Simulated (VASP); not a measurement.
Here is a VASP 6.6.1 calculation.

The input INCAR:

```
SYSTEM = CdTe
PREC = Accurate
ENCUT = 520
EDIFF = 1E-6
ISMEAR = 0
SIGMA = 0.05
LREAL = .FALSE.
LASPH = .TRUE.
NELM = 60
ALGO = Normal
ISIF = 2
LWAVE = .FALSE.
LCHARG = .FALSE.
GGA = PS
NBANDS = 16
```

The input KPOINTS:

```
regular mesh
0
G
  8 8 8
  0 0 0
```

Contents of POSCAR:

```
CdTe
1.0
    0.0000000000      3.4252932798      2.9114992878
    3.4252932798      0.0000000000      2.9114992878
    3.4252932798      3.4252932798      0.0000000000
Cd Te
1 1
Direct
    0.0000000000      0.0000000000      0.0000000000
    0.7500000000      0.7500000000      0.7500000000
```

Potentials or basis: VASP PAW PBE potentials, release 64 (Cd, Te).

The run is started by

```console
$ cat potpaw_PBE.64/Cd/POTCAR potpaw_PBE.64/Te/POTCAR > POTCAR
$ mpirun -np 1 vasp_std > vasp.out
```

(1) Predict the band gap on the k mesh.

(2) Estimate the pressure.

Results:

(1) 0.33 eV, direct.

(2) -0.3 GPa.

Caveat: the PAW data sets were made with another functional, which shifts forces and pressure a little; spin-orbit coupling is left out, which moves the levels of the heavy elements.
